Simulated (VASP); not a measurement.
Write the native input for VASP 6.6.1 that does the following.

| Property | Result |
| --- | --- |
| Task | single point |
| Functional | PBE |
| Potentials or basis | VASP PAW PBE potentials, release 64 (Hg) |
| Cutoff | 520 eV |
| k mesh | 11 × 11 × 11 |
| Occupations | fermi-dirac, width 0.05 eV |
| Spin | no spin polarisation |
| Dipole correction | no |
| Further INCAR settings | ALGO = Normal; EDIFF = 1e-06; NBANDS = 19 |

The structure of Hg lies in POSCAR:

```
Hg
1.0
    0.0000000000      3.0847699732      3.0847699732
    3.0847699732      0.0000000000      3.0847699732
    3.0847699732      3.0847699732      0.0000000000
Hg
2
Direct
   -0.1250000000     -0.1250000000     -0.1250000000
    0.1250000000      0.1250000000      0.1250000000
```

The input as run:

INCAR

```
PREC     = Accurate       # precision mode
ENCUT    = 520            # plane-wave cutoff, eV
EDIFF    = 1E-6           # SCF threshold, eV
ISMEAR   = -1             # smearing method
SIGMA    = 0.05           # smearing width, eV
LREAL    = False          # projectors in reciprocal space
LASPH    = True           # aspherical terms in the spheres
NELM     = 80             # most SCF steps
ALGO     = Normal         # electronic algorithm
ISIF     = 2              # what is computed and relaxed
LWAVE    = False          # write WAVECAR
LCHARG   = False          # write CHGCAR
GGA      = PE             # functional
NBANDS   = 19             # bands
```

KPOINTS

```
Automatic mesh
0
Gamma
  11 11 11
```

Potentials or basis: VASP PAW PBE potentials, release 64 (Hg).

The run is started by

```bash
$ cat potpaw_PBE.64/Hg/POTCAR > POTCAR
$ mpirun -np 1 vasp_std > vasp.out
```

It gave:

```
Pressure               : 12.1 GPa
Band gap on the k mesh : zero (bands 12 and 13 overlap by 5.44 eV)
```

Caveat: the cell stands under pressure; spin-orbit coupling is left out, which moves the levels of the heavy elements.

It took 25 s on 1 thread of AMD EPYC 9R45 96-Core Processor (Zen 5), on a shared host, peak memory 0.17 GiB.
